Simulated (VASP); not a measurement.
Write the native input for VASP 6.6.1 that does the following.

- Task: single point
- Functional: LDA
- Potentials or basis: VASP PAW LDA potentials, release 64 (Ti_sv, C)
- Cutoff: 520 eV
- k mesh: 9 × 9 × 1
- Occupations: gaussian, width 0.1 eV
- Spin: no spin polarisation
- Dipole correction: yes
- Further INCAR settings: ALGO = Normal; EDIFF = 1e-06; NBANDS = 34

The structure of Ti4C lies in POSCAR:

```
Ti4C
1.0
    2.8641158382      0.0000000000      0.0000000000
   -1.4320579191      2.4803970752      0.0000000000
    0.0000000000      0.0000000000     22.2412393510
Ti C
4 1
Direct
    0.6666666667      0.3333333333      0.1798460930
    0.3333333333      0.6666666667      0.2818047761
    0.6666666667      0.3333333333      0.3878689313
    0.3333333333      0.6666666667      0.5013959309
    1.0000000000      1.0000000000      0.5420305718
```

One way to write it, as run:

INCAR

```
SYSTEM = Ti4C
PREC = Accurate
ENCUT = 520
EDIFF = 1E-6
ISMEAR = 0
SIGMA = 0.1
LREAL = .FALSE.
LASPH = .TRUE.
NELM = 80
ALGO = Normal
ISIF = 2
LWAVE = .FALSE.
LCHARG = .FALSE.
LDIPOL = .TRUE.
IDIPOL = 3
DIPOL = 0.5 0.5 0.379
GGA = CA
NBANDS = 34
```

KPOINTS

```
Automatic mesh
0
G
  9 9 1
  0 0 0
```

Potentials or basis: VASP PAW LDA potentials, release 64 (Ti_sv, C).

Command:

```sh
$ cat potpaw_LDA.64/Ti_sv/POTCAR potpaw_LDA.64/C/POTCAR > POTCAR
$ mpirun -np 1 vasp_std > vasp.out
```

Results of the run:

The largest force is 0.503 eV/Å. The band gap on the k mesh is zero (band 26 reaches 0.99 eV, above the bottom of band 27 at 0.40 eV).

Wall time 2.2 min on 1 thread of Intel(R) Xeon(R) Platinum 8124M CPU @ 3.00GHz (Skylake/Cascade Lake) (shared host), peak memory 0.25 GiB.
